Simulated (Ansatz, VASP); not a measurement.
# Two plane-wave programs on Si

Contents of INCAR:

```
SYSTEM = Si
  PREC = Accurate
  ENCUT = 520
  EDIFF = 1E-6
  ISMEAR = 0
  SIGMA = 0.01
  LREAL = .False.
  LASPH = .True.
  NELM = 80
  ALGO = Normal
  ISIF = 2
  LWAVE = .False.
  LCHARG = .False.
  GGA = PE
  NBANDS = 16
```

The input KPOINTS:

```
regular mesh
0
Gamma
  6 6 4
  0 0 0
```

Contents of POSCAR:

```
Si
1.0
    3.8515735483      0.0000000000      0.0000000000
   -1.9257867742      3.3355605373      0.0000000000
    0.0000000000      0.0000000000      6.3645780700
Si
4
Direct
    0.3333333333      0.6666666667      0.0004225454
    0.6666666667      0.3333333333      0.5004225454
    0.3333333333      0.6666666667      0.3745774546
    0.6666666667      0.3333333333      0.8745774546
```

Input for Ansatz:

```yaml
crystal:
  lattice:
    - [3.8515735483, 0.0, 0.0]
    - [-1.9257867742, 3.3355605373, 0.0]
    - [0.0, 0.0, 6.36457807]
  atoms:
    - { symbol: Si, position: [0.3333333333, 0.6666666667, 0.0004225454] }
    - { symbol: Si, position: [0.6666666667, 0.3333333333, 0.5004225454] }
    - { symbol: Si, position: [0.3333333333, 0.6666666667, 0.3745774546] }
    - { symbol: Si, position: [0.6666666667, 0.3333333333, 0.8745774546] }
kpoints:
  mp_grid: { grid: [6, 6, 4] }
hamiltonian:
  xc: pbe
scf:
  occupations: { method: fixed }
  n_extra_bands: 5
output:
  forces: true
  stress: true
  eigenvalues: true
```

Alike in both runs: task single point; functional PBE; k mesh 6 × 6 × 4; no spin polarisation.

```csv
,VASP,Ansatz
version,VASP 6.6.1,Ansatz 0.2.0
potentials or method,"VASP PAW PBE potentials, release 64 (Si)","plane waves, PAW"
plane-wave cutoff (eV),520,420
occupations,"gaussian, width 0.01 eV",fixed
valence electrons in the cell,16,16
```

|  | VASP | Ansatz | Ansatz less VASP |
| --- | --- | --- | --- |
| gap on the k mesh at the Fermi level (eV) | 0.45 | 0.45 | -0.002 |
| pressure (GPa) | 0.0 | 0.1 | +0.08 |
| traceless stress, the component that is largest in VASP (GPa) | -0.15 | -0.15 | +0.004 |
| rms of the force components (eV/Å) | 0.005 | 0.005 | -0.0003 |

Atom by atom the forces differ by 0.000 eV/Å (rms over components).
